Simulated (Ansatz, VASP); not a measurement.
**Two plane-wave programs on MgO**

```xyz
12
Lattice="-3.5213 0.0000 0.0000 -1.7607 -3.0495 0.0000 -2.7877 -1.7789 12.7181" Properties=species:S:1:pos:R:3 pbc="T T T"
Mg   -3.5213   -2.0330    1.0601
Mg   -3.5213   -2.0330    5.2994
Mg   -3.5213   -2.0330    9.5388
Mg   -1.7607   -1.0165   11.6585
Mg   -1.7607   -1.0165    3.1797
Mg   -1.7607   -1.0165    7.4191
O    -3.5213   -2.0330   11.6585
O    -3.5213   -2.0330    3.1797
O    -3.5213   -2.0330    7.4191
O    -1.7607   -1.0165    1.0601
O    -1.7607   -1.0165    5.2994
O    -1.7607   -1.0165    9.5388
```

Alike in both runs: task single point; functional PBE; k mesh 7 × 7 × 2; occupations gaussian, width 0.05 eV; no spin polarisation.

|  | VASP | Ansatz |
| --- | --- | --- |
| version | VASP 6.6.1 | Ansatz 0.2.0 |
| potentials or method | VASP PAW PBE potentials, release 64 (Mg, O), cutoff 520 eV | scalar-relativistic, plane waves, PAW |
| valence electrons in the cell | 48 | 96 |

VASP gave:

```
gap on the k mesh at the Fermi level (eV)                     : 2.43
least direct gap on the mesh (eV)                             : 2.43
pressure (GPa)                                                : 0.2
traceless stress, the component that is largest in VASP (GPa) : 8.92
rms of the force components (eV/Å)                            : 0.869
```

Problem. What did Ansatz give for the same quantities?

Solution. gap on the k mesh at the Fermi level (eV): 2.46; least direct gap on the mesh (eV): 2.46; pressure (GPa): 0.7; traceless stress, the component that is largest in VASP (GPa): 8.83; rms of the force components (eV/Å): 0.850.

Atom by atom the forces differ by 0.022 eV/Å (rms over components). With one functional, cell and mesh, what is left measures potentials, basis and numerics. VASP's potentials hold 48 valence electrons a cell and Ansatz's 96, so a difference there can come from the potentials and not from the codes.
